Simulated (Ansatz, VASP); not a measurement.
# One calculation of BeS, two programs

```
Be S
1.0
     0.00000    2.41902    2.41902
     2.41902    0.00000    2.41902
     2.41902    2.41902    0.00000
Be S
1 1
Direct
  0.00000 0.00000 0.00000
  0.25000 0.25000 0.25000
```

Alike in both runs: functional PBEsol; k mesh 8 × 8 × 8; occupations gaussian, width 0.02 eV; no spin polarisation.

Ansatz relaxed the structure, and its values are those at the end. VASP's run is a single point on that final structure, the one shown.

|  | VASP | Ansatz |
| --- | --- | --- |
| version | VASP 6.6.1 | Ansatz 0.2.0 |
| potentials or method | VASP PAW PBE potentials, release 64 (Be, S), cutoff 600 eV | scalar-relativistic, plane waves, PAW |
| valence electrons in the cell | 8 | 8 |

|  | VASP | Ansatz | Ansatz less VASP |
| --- | --- | --- | --- |
| gap on the k mesh at the Fermi level (eV) | 2.91 | 2.91 | -0.003 |
| least direct gap on the mesh (eV) | 5.61 | 5.58 | -0.027 |
| pressure (GPa) | 0.2 | 0.0 | -0.19 |

VASP's potentials were made for PBE, not for PBEsol.
